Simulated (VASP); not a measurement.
Set up this calculation in VASP 6.6.1, as the native input.

```
Task                   : single point
Functional             : PBE
Potentials or basis    : VASP PAW PBE potentials, release 64 (Zr_sv, B)
Cutoff                 : 500 eV
k mesh                 : 6 × 6 × 6
Occupations            : gaussian, width 0.1 eV
Spin                   : no spin polarisation
Dipole correction      : no
Further INCAR settings : ALGO = Normal; EDIFF = 1e-06; NBANDS = 18
```

The structure of ZrB3 lies in POSCAR:

```
ZrB3
1.0
    3.4982410100      0.0000000000      0.0000000000
   -1.7491205100      3.0295655800      0.0000000000
    0.0000000000      0.0000000000      3.7355881500
Zr B
1 3
Direct
    0.0000000000      0.0000000000      0.0000000000
    0.0000000000      0.0000000000      0.5000000000
    0.3333333300      0.6666666700      0.0000000000
    0.6666666700      0.3333333300      0.0000000000
```

One way to write it, as run:

INCAR

```
SYSTEM = ZrB3
PREC = Accurate ; ENCUT = 500
EDIFF = 1E-6 ; ISMEAR = 0
SIGMA = 0.1 ; LREAL = .FALSE.
LASPH = .TRUE. ; NELM = 120
ALGO = Normal ; ISIF = 2
LWAVE = .FALSE. ; LCHARG = .FALSE.
GGA = PE ; NBANDS = 18
GGA_COMPAT = .FALSE.
```

KPOINTS

```
Automatic mesh
0
G
  6 6 6
  0 0 0
```

Potentials or basis: VASP PAW PBE potentials, release 64 (Zr_sv, B).

Command:

```bash
$ cat potpaw_PBE.64/Zr_sv/POTCAR potpaw_PBE.64/B/POTCAR > POTCAR
$ mpirun -np 1 vasp_std > vasp.out
```

It gave:

```
Pressure : 91.4 GPa
```

It took 9.7 s on 1 thread of Intel(R) Xeon(R) 6975P-C (Granite Rapids), on a shared host, peak memory 0.16 GiB.
